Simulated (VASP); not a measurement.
Crystal: Ta.

```xyz
1
Lattice="-1.6513 1.6513 1.6513 1.6513 -1.6513 1.6513 1.6513 1.6513 -1.6513" Properties=species:S:1:pos:R:3 pbc="T T T"
Ta    0.0000    0.0000    0.0000
```

* Program: VASP 6.6.1
* Task: relaxation of cell and atoms
* Functional: LDA
* Potentials or basis: VASP PAW LDA potentials, release 64 (Ta_pv)
* Cutoff: 600 eV
* k mesh: 11 × 11 × 11
* Occupations: fermi-dirac, width 0.05 eV
* Spin: no spin polarisation

At the start: pressure -8.6 GPa; volume 18.01 Å³/atom.

Question: Where does the relaxation end?

Answer: Over 4 steps the energy falls by 20.3 meV/atom and the volume is 17.29 Å³/atom (-4.0 %); space group Im-3m (No. 229, to 0.05 Å).

The path:
```csv
step,energy change (eV),largest force (eV/Å),pressure (GPa),volume (Å³)
1,0.0000,0.0000,-8.61,18.01
2,0.1166,0.0000,28.41,15.60
3,-0.0203,0.0000,-0.38,17.31
4,-0.0203,0.0000,-0.06,17.29
```

Final structure:
```
CELL_PARAMETERS angstrom
-1.62882 1.62882 1.62882
1.62882 -1.62882 1.62882
1.62882 1.62882 -1.62882
ATOMIC_POSITIONS crystal
Ta 0.00000 0.00000 0.00000
```
